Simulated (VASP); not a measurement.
# RuPb2 (I4/mmm) in VASP: a series of runs

Runs on RuPb2. Level: PBE. Tasks: single point.

Program: VASP 6.6.1. These are calculated values, not measurements. Logs are shortened: lines on timing, memory, paths and dates and some standing lists are left out, and cuts for length are marked.

## Step 1: The cell of the first run

The structure is tetragonal, space group I4/mmm (No. 139). Conventional cell: a = 3.887 Å, b = 3.887 Å, c = 9.535 Å, α = 90.00°, β = 90.00°, γ = 90.00°. Ru (site symmetry 4/mmm) has 10 Pb at 3.17 to 3.19 Å and 4 Ru at 3.89 Å within 4.2 Å. Within 4.1 Å of Pb (site symmetry 4mm) lie 9 Pb at 3.15 to 3.89 Å and 5 Ru at 3.17 to 3.19 Å.

## Step 2: Single point, PBE

INCAR reads:

```
  ALGO = Normal
  EDIFF = 1E-7
  ENCUT = 520
  GGA = PE
  ISIF = 2
  ISMEAR = 0
  LASPH = True
  LCHARG = False
  LREAL = False
  LWAVE = False
  NBANDS = 28
  NELM = 80
  PREC = Accurate
  SIGMA = 0.1
```

KPOINTS reads:

```
k-points
0
Gamma
  6 6 6
```

POSCAR reads:

```
RuPb2
1.0
   -1.9433416041      1.9433416041      4.7672598725
    1.9433416041     -1.9433416041      4.7672598725
    1.9433416041      1.9433416041     -4.7672598725
Ru Pb
1 2
Direct
    0.0000000000      0.0000000000      0.0000000000
    0.6650000000      0.6650000000      0.0000000000
    0.3350000000      0.3350000000      0.0000000000
```

Potentials or basis: VASP PAW PBE potentials, release 64 (Ru_pv, Pb_d).

Command:

```bash
> cat potpaw_PBE.64/Ru_pv/POTCAR potpaw_PBE.64/Pb_d/POTCAR > POTCAR
> mpirun -np 1 vasp_std > vasp.out
```

OUTCAR:

```text
EDIFF = 1E-7
   ENCUT = 520
   GGA = PE
   ISIF = 2
   ISMEAR = 0
   LASPH = True
   LREAL = False
   NELM = 80
   PREC = Accurate

 ion  position               nearest neighbor table
   1  0.000  0.000  0.000-   3 3.17   2 3.17   2 3.17   2 3.17   2 3.17   3 3.17   3 3.17   3 3.17
                             2 3.19   3 3.19
   2  0.665  0.665  0.000-   3 3.15   1 3.17   1 3.17   1 3.17   1 3.17   3 3.19   3 3.19   3 3.19
                             3 3.19   1 3.19
   3  0.335  0.335  0.000-   2 3.15   1 3.17   1 3.17   1 3.17   1 3.17   2 3.19   2 3.19   2 3.19
                             2 3.19   1 3.19

  LATTYP: Found a body centered tetragonal cell.
 ALAT       =     3.8866832082
 C/A-ratio  =     2.4531250000

  Lattice vectors:

 A1 = (  -1.9433416041,   1.9433416041,   4.7672598725)
 A2 = (   1.9433416041,  -1.9433416041,   4.7672598725)
 A3 = (   1.9433416041,   1.9433416041,  -4.7672598725)

Analysis of symmetry for initial positions (statically):
=====================================================================
 Subroutine PRICEL returns:
 Original cell was already a primitive cell.

 Routine SETGRP: Setting up the symmetry group for a
 body centered tetragonal supercell.

 Subroutine GETGRP returns: Found 16 space group operations
 (whereof 16 operations were pure point group operations)
 out of a pool of 16 trial point group operations.

The static configuration has the point symmetry D_4h.

Analysis of symmetry for dynamics (positions and initial velocities):
=====================================================================
 Subroutine PRICEL returns:
 Original cell was already a primitive cell.

 Routine SETGRP: Setting up the symmetry group for a
 body centered tetragonal supercell.

 Subroutine GETGRP returns: Found 16 space group operations
 (whereof 16 operations were pure point group operations)
 out of a pool of 16 trial point group operations.

The dynamic configuration has the point symmetry D_4h.

 Subroutine INISYM returns: Found 16 space group operations
 (whereof 16 operations are pure point group operations),
 and found     1 'primitive' translations

----------------------------------------------------------------------------------------

                                     Primitive cell

  volume of cell :      72.0157

  direct lattice vectors                    reciprocal lattice vectors
    -1.943341604  1.943341604  4.767259873     0.000000000  0.257288785  0.104882052
     1.943341604 -1.943341604  4.767259873     0.257288785  0.000000000  0.104882052
     1.943341604  1.943341604 -4.767259873     0.257288785  0.257288785  0.000000000

  length of vectors
     5.502719316  5.502719316  5.502719316     0.277844856  0.277844856  0.363861289

  position of ions in fractional coordinates (direct lattice)
     0.000000000  0.000000000  0.000000000
     0.665000000  0.665000000  0.000000000
     0.335000000  0.335000000  0.000000000

  ion indices of the primitive-cell ions
   primitive index   ion index
                 1           1
                 2           2
                 3           3

----------------------------------------------------------------------------------------

 KPOINTS: k-points

Automatic generation of k-mesh.
 Grid dimensions read from file:
 generate k-points for:    6    6    6

 Generating k-lattice:

  Cartesian coordinates                     Fractional coordinates (reciprocal lattice)
     0.000000000  0.042881464  0.017480342     0.166666667 -0.000000000  0.000000000
     0.042881464  0.000000000  0.017480342    -0.000000000  0.166666667  0.000000000
     0.042881464  0.042881464  0.000000000     0.000000000  0.000000000  0.166666667

  Length of vectors
     0.046307476  0.046307476  0.060643548

  Shift w.r.t. Gamma in fractional coordinates (k-lattice)
     0.000000000  0.000000000  0.000000000

 Subroutine IBZKPT returns following result:
 ===========================================

 Found     30 irreducible k-points:

 Following reciprocal coordinates:
            Coordinates               Weight
  0.000000  0.000000  0.000000      1.000000
  0.166667 -0.000000  0.000000      8.000000
  0.333333 -0.000000  0.000000      8.000000
  0.500000 -0.000000  0.000000      4.000000
  0.166667  0.166667  0.000000      8.000000
  0.333333  0.166667  0.000000     16.000000
[... 16 lines left out ...]
 -0.333333 -0.333333  0.166667      8.000000
 -0.166667 -0.333333  0.166667      8.000000
 [... further k-points ...]
   k-points           NKPTS =     30   k-points in BZ     NKDIM =     30   number of bands    NBANDS=     28
   number of dos      NEDOS =    301   number of ions     NIONS =      3
   total plane-waves  NPLWV =  74088
   dimension x,y,z NGX =    42 NGY =   42 NGZ =   42
   dimension x,y,z NGXF=    84 NGYF=   84 NGZF=   84
   ions per type =               1   2
   NGX,Y,Z   is equivalent  to a cutoff of  12.69, 12.69, 12.69 a.u.
   NGXF,Y,Z  is equivalent  to a cutoff of  25.38, 25.38, 25.38 a.u.
 SYSTEM =  unknown system
   PREC   = accura    normal or accurate (medium, high low for compatibility)
   ISTART =      0    job   : 0-new  1-cont  2-samecut
   ICHARG =      2    charge: 1-file 2-atom 10-const
   ISPIN  =      1    spin polarized calculation?
   LNONCOLLINEAR =      F non collinear calculations
   LSORBIT =      F    spin-orbit coupling
   LASPH  =      T    aspherical Exc in radial PAW
   ENCUT  =  520.0 eV  38.22 Ry    6.18 a.u.  10.23 10.23 10.23*2*pi/ulx,y,z
   NELM   =     80;   NELMIN=  2; NELMDL= -5     # of ELM steps
   EDIFF  = 0.1E-06   stopping-criterion for ELM
   LREAL  =      F    real-space projection
   EDIFFG = 0.1E-05   stopping-criterion for IOM
   NSW    =      0    number of steps for IOM
   IBRION =     -1    ionic relax: 0-MD 1-quasi-New 2-CG
   NFREE  =      0    steps in history (QN), initial steepest desc. (CG)
   ISIF   =      2    stress and relaxation
   ISYM   =      2    0-nonsym 1-usesym 2-fastsym
   POTIM  = 0.5000    time-step for ionic-motion
   TEBEG  =    0.0;   TEEND  =   0.0 temperature during run
   PSTRESS=    0.0 pullay stress
   NELECT =      42.0000    total number of electrons
   NUPDOWN=      -1.0000    fix difference up-down
   EMIN   =  10.00;   EMAX   =-10.00  energy-range for DOS
   EFERMI =   0.00;   METHOD = LEGACY
   ISMEAR =     0;   SIGMA  =   0.10  broadening in eV -4-tet -1-fermi 0-gaus
   EFERMI_NEDOS =   21; number of points for ismear=-14 and -15
   IALGO  =     38    algorithm
   IMIX   =      4    mixing-type and parameters
     AMIX     =   0.40;   BMIX     =  1.00
     AMIX_MAG =   1.60;   BMIX_MAG =  1.00
  volume/ion in A,a.u.               =      24.01       162.00
  Fermi-wavevector in a.u.,A,eV,Ry     =   1.367778  2.584725 25.453999  1.870816
  Thomas-Fermi vector in A             =   2.493800
   LORBIT       =      0    0 simple, 1 ext, 2 COOP (PROOUT), +10 PAW based schemes
   GGA     = PE    functional components
   LHFCALC =     F    Hartree Fock is set to
   AEXX    =    0.0000 exact exchange contribution
   IVDW    =     0    specifies the selected vdW correction
   LEPSILON=     F    determine dielectric tensor
   LRPA    =     F    only Hartree local field effects (RPA)
 non-spin polarized calculation
 Gauss-broadening in eV      SIGMA  =   0.10
  energy-cutoff  :      520.00
  volume of cell :       72.02
 maximum number of plane-waves:      1962
 NGX is ok and might be reduce to    42

 number of electron      41.9999999 magnetization

 Free energy of the ion-electron system (eV)
  ---------------------------------------------------
  ext. energy  EPLUGINS =         0.00000000
  ---------------------------------------------------
  free energy    TOTEN  =       -14.48507291 eV

  energy without entropy =      -14.45668626  energy(sigma->0) =      -14.47087959

 E-fermi :   8.2453     XC(G=0): -11.1661

 val. band max:        8.2440009983   @ k =   0.5000   0.5000   0.0000
 cond. band min:       8.2485632385   @ k =  -0.3333   0.1667   0.0000
 fundamental gap:      0.0045622402
 Fermi energy:         8.2452900927

 k-point     1 :       0.0000    0.0000    0.0000
  band No.  band energies     occupation
      1     -33.5383      2.00000
      2     -33.5383      2.00000
      3     -33.4104      2.00000
      4      -8.7029      2.00000
      5      -8.6847      2.00000
      6      -8.5718      2.00000
[... 20 lines left out ...]
     27      12.6924      0.00000
     28      14.1105      0.00000

 k-point     2 :       0.1667   -0.0000    0.0000
  band No.  band energies     occupation
      1     -33.5404      2.00000
      2     -33.5381      2.00000
      3     -33.4102      2.00000
      4      -8.7045      2.00000
      5      -8.6834      2.00000
      6      -8.6141      2.00000
[... 20 lines left out ...]
     27      14.6959      0.00000
     28      15.7209      0.00000

 k-point     3 :       0.3333   -0.0000    0.0000
  band No.  band energies     occupation
      1     -33.5447      2.00000
      2     -33.5378      2.00000
      3     -33.4099      2.00000
      4      -8.7329      2.00000
      5      -8.6888      2.00000
      6      -8.6532      2.00000
[... 20 lines left out ...]
     27      15.2195      0.00000
     28      15.4413      0.00000

 k-point     4 :       0.5000   -0.0000    0.0000
  band No.  band energies     occupation
      1     -33.5469      2.00000
      2     -33.5376      2.00000
      3     -33.4097      2.00000
      4      -8.7397      2.00000
      5      -8.7009      2.00000
      6      -8.6919      2.00000
[... 578 lines left out ...]
     27      14.1295      0.00000
     28      16.1556      0.00000

 k-point    23 :      -0.3333   -0.3333    0.1667
  band No.  band energies     occupation
      1     -33.5403      2.00000
      2     -33.5402      2.00000
      3     -33.4102      2.00000
      4      -8.7312      2.00000
      5      -8.7091      2.00000
      6      -8.6926      2.00000
[... 20 lines left out ...]
     27      14.9485      0.00000
     28      16.3553      0.00000

 k-point    24 :      -0.1667   -0.3333    0.1667
  band No.  band energies     occupation
      1     -33.5404      2.00000
      2     -33.5381      2.00000
      3     -33.4103      2.00000
      4      -8.7184      2.00000
      5      -8.6970      2.00000
      6      -8.6762      2.00000
[... 20 lines left out ...]
     27      15.3148      0.00000
     28      15.8479      0.00000

 [... further k-points ...]
[... 5 lines left out ...]
  --------------------------------------------------------------------------------------
  -------------------------------------------------------------------------------------
  Total       -2.3041002     -2.3041002     -1.1273127      0.0000000      0.0000000      0.0000000
  in kB      -51.2607345    -51.2607345    -25.0800190      0.0000000      0.0000000      0.0000000
  external PRESSURE =     -42.5338293 kB  Pullay stress =       0.0000000 kB

 VOLUME and BASIS-vectors are now :
 -----------------------------------------------------------------------------
  energy-cutoff  :      520.00
  volume of cell :       72.02
      direct lattice vectors                 reciprocal lattice vectors
    -1.943341604  1.943341604  4.767259873     0.000000000  0.257288785  0.104882052
     1.943341604 -1.943341604  4.767259873     0.257288785  0.000000000  0.104882052
     1.943341604  1.943341604 -4.767259873     0.257288785  0.257288785  0.000000000

 POSITION                                       TOTAL-FORCE (eV/Angst)
 -----------------------------------------------------------------------------------
      0.00000      0.00000      0.00000         0.000000      0.000000      0.000000
      0.00000      0.00000      6.34046        -0.000000     -0.000000     -0.876033
      0.00000      0.00000      3.19406         0.000000      0.000000      0.876033
 -----------------------------------------------------------------------------------
    total drift:                               -0.000000     -0.000000      0.000000

  FREE ENERGIE OF THE ION-ELECTRON SYSTEM (eV)
  ---------------------------------------------------
  free  energy   TOTEN  =       -14.4850729123 eV

  energy  without entropy=      -14.4566862619  energy(sigma->0) =      -14.47087959
```

Wall time 2.8 min (1 thread of AMD EPYC 7R43 (Zen 3), shared host); peak memory 0.24 GiB.

What came out:

```yaml
Free_energy: -14.4851 eV
Pressure: -4.3 GPa
Largest_force: 0.876 eV/Å
Band_gap_on_the_k_mesh: zero (band 21 reaches 9.42 eV, above the bottom of band 22 at 8.00 eV)
```

Forces in eV/Å, atoms in the order of the input:
```
Ru   0.000  0.000  0.000
Pb   0.000  0.000 -0.876
Pb   0.000  0.000  0.876
```

Stress tensor (GPa, compression positive):
```
-5.13  0.00  0.00
 0.00 -5.13  0.00
 0.00  0.00 -2.51
```

Caveat: the k points lie up to 0.38 Å⁻¹ apart; spin-orbit coupling is left out, which moves the levels of the heavy elements.

## Step 3: Single point, PBE

This run uses another cell than the first one, of the same volume but with other edges.

INCAR reads:

```
ALGO = Fast
EDIFF = 1E-7
ENCUT = 520
GGA = PE
ISIF = 2
ISMEAR = 0
LASPH = T
LCHARG = F
LREAL = F
LWAVE = F
NBANDS = 28
NELM = 60
PREC = Accurate
SIGMA = 0.1
```

KPOINTS is that of step 2.

POSCAR reads:

```
RuPb2
1.0
   -1.6533888423      1.6533888423      6.5884009252
    1.6533888423     -1.6533888423      6.5884009252
    1.6533888423      1.6533888423     -6.5884009252
Ru Pb
1 2
Direct
    0.0000000000      0.0000000000      0.0000000000
    0.6316630605      0.6316630605      0.0000000000
    0.3683369395      0.3683369395      0.0000000000
```

Potentials or basis: VASP PAW PBE potentials, release 64 (Ru_pv, Pb_d).

Command:

```bash
> cat potpaw_PBE.64/Ru_pv/POTCAR potpaw_PBE.64/Pb_d/POTCAR > POTCAR
> mpirun -np 1 vasp_std > vasp.out
```

Wall time 9.1 min (1 thread of AMD EPYC 7R43 (Zen 3), shared host); peak memory 0.35 GiB.

It converged, with:

```yaml
Free_energy: -15.3588 eV
Pressure: 0.2 GPa
Largest_force: 0.034 eV/Å
Band_gap_on_the_k_mesh: zero (band 21 reaches 8.25 eV, above the bottom of band 22 at 7.66 eV)
```

Forces in eV/Å, atoms in the order of the input:
```
Ru   0.000  0.000  0.000
Pb   0.000  0.000  0.034
Pb   0.000  0.000 -0.034
```

Stress tensor (GPa, compression positive):
```
0.16 0.00 0.00
0.00 0.16 0.00
0.00 0.00 0.35
```

Levels at points of the mesh, in eV from the Fermi level:
```tsv
k point	band 18	band 19	band 20	band 21	band 22	band 23	band 24	band 25
(0.00, 0.00, 0.00)	-1.05	-1.05	-0.70	-0.21	3.78	4.83	4.83	6.29
(0.50, 0.00, 0.00)	-1.92	-1.27	-1.05	-0.51	-0.38	0.84	3.72	7.04
(0.50, 0.50, 0.00)	-2.28	-1.56	-1.51	-0.74	0.58	1.73	3.22	3.33
(0.50, 0.50, 0.50)	-1.01	-1.01	-0.93	-0.21	0.83	4.02	4.02	7.88
```

Caveat: the k points lie up to 0.45 Å⁻¹ apart; spin-orbit coupling is left out, which moves the levels of the heavy elements.
